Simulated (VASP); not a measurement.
# Pb (Fm-3m) in VASP: further runs

Pb is run at these levels: HSE06; tasks: single point.

All numbers are computed with VASP 6.6.1; they aren't measurements. Logs are shortened: lines on timing, memory, paths and dates and some standing lists are left out, and cuts for length are marked.

### 1 The cell of the first run

The structure is cubic, space group Fm-3m (No. 225). The conventional cell has a = 4.917 Å, b = 4.917 Å, c = 4.917 Å, α = 90.00°, β = 90.00°, γ = 90.00°. Within 4.6 Å of Pb (site symmetry m-3m) lie 12 Pb at 3.48 Å.

### 2 Single point, HSE06

POSCAR

```
Pb
1.0
    0.0000000000      2.4584086270      2.4584086270
    2.4584086270      0.0000000000      2.4584086270
    2.4584086270      2.4584086270      0.0000000000
Pb
1
Direct
    0.0000000000      0.0000000000      0.0000000000
```

INCAR.step1

```
SYSTEM = Pb
PREC = Accurate ; ENCUT = 520
EDIFF = 1E-5 ; ISMEAR = -1
SIGMA = 0.05 ; LREAL = .FALSE.
LASPH = .TRUE. ; NELM = 60
ALGO = Normal ; ISIF = 2
LWAVE = .TRUE. ; LCHARG = .FALSE.
NBANDS = 13 ; GGA = PE
```

INCAR.step2

```
SYSTEM = Pb
PREC = Accurate ; ENCUT = 520
EDIFF = 1E-6 ; ISMEAR = -1
SIGMA = 0.05 ; LREAL = .FALSE.
LASPH = .TRUE. ; NELM = 60
ALGO = Normal ; ISIF = 2
LWAVE = .FALSE. ; LCHARG = .FALSE.
GGA = PE ; LHFCALC = .TRUE.
HFSCREEN = 0.2079 ; PRECFOCK = Normal
NBANDS = 13 ; ISTART = 1
```

KPOINTS

```
Automatic mesh
0
G
  5 5 5
  0 0 0
```

Potentials or basis: VASP PAW PBE potentials, release 64 (Pb_d).

Started as:

```sh
> cat potpaw_PBE.64/Pb_d/POTCAR > POTCAR
> cp INCAR.step1 INCAR
> mpirun -np 1 vasp_std > vasp.out
> cp INCAR.step2 INCAR
> mpirun -np 1 vasp_std > vasp.out
```

OUTCAR:

```text
SYSTEM = Pb
   PREC = Accurate
   ENCUT = 520
   EDIFF = 1E-6
   ISMEAR = -1
   LREAL = .FALSE.
   LASPH = .TRUE.
   NELM = 60
   ISIF = 2
   GGA = PE
   LHFCALC = .TRUE.
   HFSCREEN = 0.2079
   PRECFOCK = Normal
   ISTART = 1

 ion  position               nearest neighbor table
   1  0.000  0.000  0.000-

  LATTYP: Found a face centered cubic cell.
 ALAT       =     4.9168172540

  Lattice vectors:

 A1 = (   0.0000000000,   2.4584086270,   2.4584086270)
 A2 = (   2.4584086270,   0.0000000000,   2.4584086270)
 A3 = (   2.4584086270,   2.4584086270,   0.0000000000)

Analysis of symmetry for initial positions (statically):
=====================================================================
 Subroutine PRICEL returns:
 Original cell was already a primitive cell.

 Routine SETGRP: Setting up the symmetry group for a
 face centered cubic supercell.

 Subroutine GETGRP returns: Found 48 space group operations
 (whereof 48 operations were pure point group operations)
 out of a pool of 48 trial point group operations.

The static configuration has the point symmetry O_h .

Analysis of symmetry for dynamics (positions and initial velocities):
=====================================================================
 Subroutine PRICEL returns:
 Original cell was already a primitive cell.

 Routine SETGRP: Setting up the symmetry group for a
 face centered cubic supercell.

 Subroutine GETGRP returns: Found 48 space group operations
 (whereof 48 operations were pure point group operations)
 out of a pool of 48 trial point group operations.

The dynamic configuration has the point symmetry O_h .

 Subroutine INISYM returns: Found 48 space group operations
 (whereof 48 operations are pure point group operations),
 and found     1 'primitive' translations

----------------------------------------------------------------------------------------

                                     Primitive cell

  volume of cell :      29.7161

  direct lattice vectors                    reciprocal lattice vectors
     0.000000000  2.458408627  2.458408627    -0.203383601  0.203383601  0.203383601
     2.458408627  0.000000000  2.458408627     0.203383601 -0.203383601  0.203383601
     2.458408627  2.458408627  0.000000000     0.203383601  0.203383601 -0.203383601

  length of vectors
     3.476714822  3.476714822  3.476714822     0.352270731  0.352270731  0.352270731

  position of ions in fractional coordinates (direct lattice)
     0.000000000  0.000000000  0.000000000

  ion indices of the primitive-cell ions
   primitive index   ion index
                 1           1

----------------------------------------------------------------------------------------

 KPOINTS: Automatic mesh

Automatic generation of k-mesh.
 Grid dimensions read from file:
 generate k-points for:    5    5    5

 Generating k-lattice:

  Cartesian coordinates                     Fractional coordinates (reciprocal lattice)
    -0.040676720  0.040676720  0.040676720     0.200000000  0.000000000  0.000000000
     0.040676720 -0.040676720  0.040676720     0.000000000  0.200000000  0.000000000
     0.040676720  0.040676720 -0.040676720     0.000000000  0.000000000  0.200000000

  Length of vectors
     0.070454146  0.070454146  0.070454146

  Shift w.r.t. Gamma in fractional coordinates (k-lattice)
     0.000000000  0.000000000  0.000000000

 Subroutine IBZKPT returns following result:
 ===========================================

 Found     10 irreducible k-points:

 Following reciprocal coordinates:
            Coordinates               Weight
  0.000000  0.000000  0.000000      1.000000
  0.200000  0.000000  0.000000      8.000000
  0.400000  0.000000  0.000000      8.000000
  0.200000  0.200000  0.000000      6.000000
  0.400000  0.200000  0.000000     24.000000
 -0.400000  0.200000  0.000000     24.000000
 -0.200000  0.200000  0.000000     12.000000
  0.400000  0.400000  0.000000      6.000000
 -0.400000  0.400000  0.000000     12.000000
 -0.400000  0.400000  0.200000     24.000000
   k-points           NKPTS =     10   k-points in BZ     NKDIM =    125   number of bands    NBANDS=     13
   number of dos      NEDOS =    301   number of ions     NIONS =      1
   total plane-waves  NPLWV =  21952
   dimension x,y,z NGX =    28 NGY =   28 NGZ =   28
   dimension x,y,z NGXF=    56 NGYF=   56 NGZF=   56
   ions per type =               1
   NGX,Y,Z   is equivalent  to a cutoff of  13.39, 13.39, 13.39 a.u.
   NGXF,Y,Z  is equivalent  to a cutoff of  26.78, 26.78, 26.78 a.u.
 SYSTEM =  Pb
   PREC   = accura    normal or accurate (medium, high low for compatibility)
   ISTART =      1    job   : 0-new  1-cont  2-samecut
   ICHARG =      0    charge: 1-file 2-atom 10-const
   ISPIN  =      1    spin polarized calculation?
   LNONCOLLINEAR =      F non collinear calculations
   LSORBIT =      F    spin-orbit coupling
   LASPH  =      T    aspherical Exc in radial PAW
   ENCUT  =  520.0 eV  38.22 Ry    6.18 a.u.   6.46  6.46  6.46*2*pi/ulx,y,z
   NELM   =     60;   NELMIN=  2; NELMDL=  0     # of ELM steps
   EDIFF  = 0.1E-05   stopping-criterion for ELM
   LREAL  =      F    real-space projection
   EDIFFG = 0.1E-04   stopping-criterion for IOM
   NSW    =      0    number of steps for IOM
   IBRION =     -1    ionic relax: 0-MD 1-quasi-New 2-CG
   NFREE  =      0    steps in history (QN), initial steepest desc. (CG)
   ISIF   =      2    stress and relaxation
   ISYM   =      3    0-nonsym 1-usesym 2-fastsym
   POTIM  = 0.5000    time-step for ionic-motion
   TEBEG  =    0.0;   TEEND  =   0.0 temperature during run
   PSTRESS=    0.0 pullay stress
   NELECT =      14.0000    total number of electrons
   NUPDOWN=      -1.0000    fix difference up-down
   EMIN   =  10.00;   EMAX   =-10.00  energy-range for DOS
   EFERMI =   0.00;   METHOD = LEGACY
   ISMEAR =    -1;   SIGMA  =   0.05  broadening in eV -4-tet -1-fermi 0-gaus
   EFERMI_NEDOS =   21; number of points for ismear=-14 and -15
   IALGO  =     38    algorithm
   IMIX   =      1    mixing-type and parameters
     AMIX     =   0.40;   BMIX     =  1.00
     AMIX_MAG =   1.60;   BMIX_MAG =  1.00
  volume/ion in A,a.u.               =      29.72       200.53
  Fermi-wavevector in a.u.,A,eV,Ry     =   1.273855  2.407238 22.078274  1.622707
  Thomas-Fermi vector in A             =   2.406656
   LORBIT       =      0    0 simple, 1 ext, 2 COOP (PROOUT), +10 PAW based schemes
   GGA     = PE    functional components
   LHFCALC =     T    Hartree Fock is set to
   PRECFOCK=normal    Normal, Fast or Accurate (Low or Medium for compatibility)
   ENCUT4O =  -1.0   cutoff for four orbital integrals eV
   NKREDX  =     1    reduce k-point grid by
   NKREDY  =     1    reduce k-point grid by
   NKREDZ  =     1    reduce k-point grid by
   AEXX    =    0.2500 exact exchange contribution
   HFSCREEN=    0.2079 screening length (either q_TF or 0.3 A-1)
   HFSCREENC=   0.2079 screening length for correlation (either q_TF or 0.3 A-1)
   ENCUTFOCK=  -1.0 apply spherical cutoff to Coloumb kernel
   IVDW    =     0    specifies the selected vdW correction
   LEPSILON=     F    determine dielectric tensor
   LRPA    =     F    only Hartree local field effects (RPA)
 non-spin polarized calculation
  energy-cutoff  :      520.00
  volume of cell :       29.72
 maximum number of plane-waves:       821
 NGX is ok and might be reduce to    28
  NGX = 20; NGY = 20; NGZ = 20

 number of electron      13.9999999 magnetization

 Free energy of the ion-electron system (eV)
  ---------------------------------------------------
  ext. energy  EPLUGINS =         0.00000000
  ---------------------------------------------------
  free energy    TOTEN  =        -4.04476669 eV

  energy without entropy =       -4.03200070  energy(sigma->0) =       -4.03838370

 E-fermi :   7.0614     XC(G=0):  -8.5218

 val. band max:        7.0357766249   @ k =  -0.4000   0.4000   0.2000
 cond. band min:       7.7871452982   @ k =  -0.2000   0.2000   0.0000
 fundamental gap:      0.7513686733
 Fermi energy:         7.0614122899

 k-point     1 :       0.0000    0.0000    0.0000
  band No.  band energies     occupation
      1     -11.6040      2.00000
      2     -11.6040      2.00000
      3     -11.6040      2.00000
      4     -11.4467      2.00000
      5     -11.4467      2.00000
      6      -5.8120      2.00000
      7      15.7864      0.00000
      8      15.7864      0.00000
      9      15.7864      0.00000
     10      17.9372      0.00000
     11      19.8419      0.00000
     12      20.8024      0.00000
     13      20.8024      0.00000

 k-point     2 :       0.2000    0.0000    0.0000
  band No.  band energies     occupation
      1     -11.6109      2.00000
      2     -11.5657      2.00000
      3     -11.5657      2.00000
      4     -11.4319      2.00000
      5     -11.4319      2.00000
      6      -4.9305      2.00000
      7      10.0524      0.00000
      8      14.9384      0.00000
      9      14.9384      0.00000
     10      17.2555      0.00000
     11      20.5007      0.00000
     12      21.2038      0.00000
     13      21.2038      0.00000

 k-point     3 :       0.4000    0.0000    0.0000
  band No.  band energies     occupation
      1     -11.6373      2.00000
      2     -11.5848      2.00000
      3     -11.5848      2.00000
      4     -11.3236      2.00000
      5     -11.3236      2.00000
      6      -2.4480      2.00000
      7       3.9325      2.00000
      8      13.9180      0.00000
      9      13.9180      0.00000
     10      17.1765      0.00000
     11      18.2472      0.00000
     12      19.6313      0.00000
     13      19.6313      0.00000
[... 81 lines left out ...]
 k-point     9 :      -0.4000    0.4000    0.0000
  band No.  band energies     occupation
      1     -11.7231      2.00000
      2     -11.6195      2.00000
      3     -11.3557      2.00000
      4     -11.3410      2.00000
      5     -11.2933      2.00000
      6       0.1697      2.00000
      7       4.3621      2.00000
      8       6.7100      1.99823
      9      10.4564      0.00000
     10      14.1896      0.00000
     11      18.2083      0.00000
     12      25.3548      0.00000
     13      26.3448      0.00000

 k-point    10 :      -0.4000    0.4000    0.2000
  band No.  band energies     occupation
      1     -11.6124      2.00000
      2     -11.5988      2.00000
      3     -11.4764      2.00000
      4     -11.3707      2.00000
      5     -11.3008      2.00000
      6      -0.5735      2.00000
      7       5.3695      2.00000
      8       7.0358      1.25088
      9       9.1878      0.00000
     10      18.0490      0.00000
     11      19.1011      0.00000
     12      20.6477      0.00000
     13      24.6521      0.00000

------------------------ aborting loop because EDIFF is reached ----------------------------------------

  FORCE on cell =-STRESS in cart. coord.  units (eV):
  Direction    XX          YY          ZZ          XY          YZ          ZX
  --------------------------------------------------------------------------------------
  -------------------------------------------------------------------------------------
  Total        0.2735700      0.2735700      0.2735700      0.0000000      0.0000000     -0.0000000
  in kB       14.7498233     14.7498233     14.7498233      0.0000000      0.0000000     -0.0000000
  external PRESSURE =      14.7498233 kB  Pullay stress =       0.0000000 kB

 VOLUME and BASIS-vectors are now :
 -----------------------------------------------------------------------------
  energy-cutoff  :      520.00
  volume of cell :       29.72
      direct lattice vectors                 reciprocal lattice vectors
     0.000000000  2.458408627  2.458408627    -0.203383601  0.203383601  0.203383601
     2.458408627  0.000000000  2.458408627     0.203383601 -0.203383601  0.203383601
     2.458408627  2.458408627  0.000000000     0.203383601  0.203383601 -0.203383601

 POSITION                                       TOTAL-FORCE (eV/Angst)
 -----------------------------------------------------------------------------------
      0.00000      0.00000      0.00000         0.000000      0.000000      0.000000
 -----------------------------------------------------------------------------------
    total drift:                               -0.000004     -0.000002      0.000000

  FREE ENERGIE OF THE ION-ELECTRON SYSTEM (eV)
  ---------------------------------------------------
  free  energy   TOTEN  =        -4.0447666896 eV

  energy  without entropy=       -4.0320007041  energy(sigma->0) =       -4.03838370
```

Run time: 6.9 min. Hardware: 1 thread of Intel Xeon Platinum 8259CL at 2.50GHz (Skylake/Cascade Lake), shared host; peak memory 0.26 GiB.

What came out:

- Free energy: -4.0448 eV
- Pressure: 1.5 GPa
- Band gap on the k mesh: zero (bands 7 and 8 overlap by 9.08 eV)

Caveat: the k points lie up to 0.44 Å⁻¹ apart, too coarse for converged energies and pressures of a metal; the PAW data sets were made with another functional, which shifts forces and pressure a little; spin-orbit coupling is left out, which moves the levels of the heavy elements.

### 3 Single point, HSE06

This run uses another cell than the first one, of 30.93 Å³/atom.

POSCAR

```
Pb
1.0
    0.0000000000      2.4914113386      2.4914113386
    2.4914113386      0.0000000000      2.4914113386
    2.4914113386      2.4914113386      0.0000000000
Pb
1
Direct
    0.0000000000      0.0000000000      0.0000000000
```

Edit INCAR.step1 of step 2 so:

```diff
@@ -4,3 +4,3 @@
 SIGMA = 0.05 ; LREAL = .FALSE.
-LASPH = .TRUE. ; NELM = 60
+LASPH = .TRUE. ; NELM = 100
 ALGO = Normal ; ISIF = 2
```

Edit INCAR.step2 of step 2 so:

```diff
@@ -4,3 +4,3 @@
 SIGMA = 0.05 ; LREAL = .FALSE.
-LASPH = .TRUE. ; NELM = 60
+LASPH = .TRUE. ; NELM = 100
 ALGO = Normal ; ISIF = 2
```

KPOINTS is that of step 2.

Potentials or basis: VASP PAW PBE potentials, release 64 (Pb_d).

Started as:

```sh
> cat potpaw_PBE.64/Pb_d/POTCAR > POTCAR
> cp INCAR.step1 INCAR
> mpirun -np 1 vasp_std > vasp.out
> cp INCAR.step2 INCAR
> mpirun -np 1 vasp_std > vasp.out
```

Run time: 7.2 min. Hardware: 1 thread of Intel Xeon Platinum 8259CL at 2.50GHz (Skylake/Cascade Lake), shared host; peak memory 0.26 GiB.

It converged, with:

| Quantity | Value |
| --- | --- |
| Free energy | -4.0490 eV |
| Pressure | -0.5 GPa |
| Band gap on the k mesh | zero (bands 7 and 8 overlap by 8.68 eV) |

Levels at points of the mesh, in eV from the Fermi level:
```tsv
k point	band 3	band 4	band 5	band 6	band 7	band 8	band 9	band 10	band 11	band 12
(0.00, 0.00, 0.00)	-18.68	-18.54	-18.54	-12.62	8.35	8.35	8.35	10.79	12.20	13.38
```

Caveat: the k points lie up to 0.44 Å⁻¹ apart, too coarse for converged energies and pressures of a metal; the PAW data sets were made with another functional, which shifts forces and pressure a little; spin-orbit coupling is left out, which moves the levels of the heavy elements.

(Part 1 of 2 ends here.)

The gap in the log of VASP goes by the Fermi energy; the results here count the filled bands.